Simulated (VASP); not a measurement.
Set up this calculation in VASP 6.6.1, as the native input.

```yaml
Task: single point
Functional: r2SCAN
Potentials_or_basis: VASP PAW PBE potentials, release 64 (Mg)
Cutoff: 520 eV
k_mesh: 18 × 18 × 10
Occupations: fermi-dirac, width 0.1 eV
Spin: no spin polarisation
Dipole_correction: no
Further_INCAR_settings: ALGO = Normal; EDIFF = 1e-07; NBANDS = 9
```

The system is Mg.

```
Mg
1.0
     3.13488    0.00000    0.00000
    -1.56744    2.71489    0.00000
     0.00000    0.00000    5.06798
Mg
2
Direct
  0.33333 0.66667 0.25000
  0.66667 0.33333 0.75000
```

The input as run:

POSCAR

```
Mg
1.0
    3.1348800090      0.0000000000      0.0000000000
   -1.5674400045      2.7148857256      0.0000000000
    0.0000000000      0.0000000000      5.0679788061
Mg
2
Direct
    0.3333333333      0.6666666667      0.2500000000
    0.6666666667      0.3333333333      0.7500000000
```

INCAR.step1

```
  PREC = Accurate
  ENCUT = 520
  ISMEAR = -1
  SIGMA = 0.1
  LREAL = F
  LASPH = T
  NELM = 100
  NBANDS = 9
  GGA = PE
  ALGO = Normal
  EDIFF = 1E-4
  LWAVE = T
  LCHARG = F
```

INCAR.step2

```
  PREC = Accurate
  ENCUT = 520
  EDIFF = 1E-7
  ISMEAR = -1
  SIGMA = 0.1
  LREAL = F
  LASPH = T
  NELM = 100
  ALGO = Normal
  ISIF = 2
  LWAVE = F
  LCHARG = T
  METAGGA = R2SCAN
  LMIXTAU = T
  LELF = T
  LVHAR = T
  NBANDS = 9
  ISTART = 1
```

KPOINTS

```
Automatic mesh
0
Gamma
  18 18 10
```

Potentials or basis: VASP PAW PBE potentials, release 64 (Mg).

Command:

```bash
$ cat potpaw_PBE.64/Mg/POTCAR > POTCAR
$ cp INCAR.step1 INCAR
$ mpirun -np 1 vasp_std > vasp.out
$ cp INCAR.step2 INCAR
$ mpirun -np 1 vasp_std > vasp.out
```

Results of the run:

```
Pressure               : 1.7 GPa
Band gap on the k mesh : zero (bands 2 and 3 overlap by 2.13 eV)
```

Caveat: the PAW data sets were made with another functional, which shifts forces and pressure a little.

It took 2.4 min on 1 thread of Intel(R) Xeon(R) Platinum 8488C (Sapphire Rapids), with other jobs on the host, peak memory 0.22 GiB.
